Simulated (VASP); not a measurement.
Ir, 2 atoms in the cell. The typed cell holds 2 atoms: a = 2.832 Å, b = 2.897 Å, c = 4.398 Å, α = 88.38°, β = 88.60°, γ = 127.69°. 

* Program: VASP 6.6.1
* Task: single point
* Functional: PBE
* Potentials or basis: VASP PAW PBE potentials, release 64 (Ir)
* Cutoff: 500 eV
* k mesh: 6 × 6 × 4
* Occupations: gaussian, width 0.1 eV
* Spin: no spin polarisation
* Dipole correction: no
* Further INCAR settings: ALGO = Normal; EDIFF = 1e-06; NBANDS = 16

Potentials or basis: VASP PAW PBE potentials, release 64 (Ir).

The run is started by

```console
$ cat potpaw_PBE.64/Ir/POTCAR > POTCAR
$ mpirun -np 1 vasp_std > vasp.out
```

Hardware: 1 thread of Intel(R) Xeon(R) 6975P-C (Granite Rapids), on a shared host.

Estimate the wall time of this run.

Wall time 28 s on 1 thread of Intel(R) Xeon(R) 6975P-C (Granite Rapids) (shared host), peak memory 0.16 GiB. Counts: scf iterations 12, k points 76.
